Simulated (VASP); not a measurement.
Wanted: the native input for a VASP 6.6.1 run.

```yaml
Task: single point
Functional: PBE
Potentials_or_basis: VASP PAW PBE potentials, release 64 (Ti_sv, B)
Cutoff: 520 eV
k_mesh: 11 × 11 × 9
Occupations: methfessel-paxton, width 0.1 eV
Spin: no spin polarisation
Dipole_correction: no
Further_INCAR_settings: ALGO = Normal; EDIFF = 1e-06; NBANDS = 16
```

The structure of TiB2 lies in POSCAR:

```
TiB2
1.0
    3.0292000000      0.0000000000      0.0000000000
   -1.5146000000      2.6233600000      0.0000000000
    0.0000000000      0.0000000000      3.2284000000
Ti B
1 2
Direct
    0.0000000000      0.0000000000      0.0000000000
    0.3333333333      0.6666666667      0.5000000000
    0.6666666667      0.3333333333      0.5000000000
```

The input as run:

INCAR

```
PREC = Accurate
ENCUT = 520
EDIFF = 1E-6
ISMEAR = 1
SIGMA = 0.1
LREAL = False
LASPH = True
NELM = 60
ALGO = Normal
ISIF = 2
LWAVE = False
LCHARG = False
GGA = PE
NBANDS = 16
```

KPOINTS

```
Automatic mesh
0
Gamma
  11 11 9
```

Potentials or basis: VASP PAW PBE potentials, release 64 (Ti_sv, B).

Launch:

```console
$ cat potpaw_PBE.64/Ti_sv/POTCAR potpaw_PBE.64/B/POTCAR > POTCAR
$ mpirun -np 1 vasp_std > vasp.out
```

Results of the run:

The pressure is 0.4 GPa and the band gap on the k mesh is zero (band 9 reaches 10.18 eV, above the bottom of band 10 at 9.74 eV).

Wall time 12 s on 1 thread of Intel(R) Xeon(R) Platinum 8559C (Emerald Rapids) (shared host), peak memory 0.15 GiB.
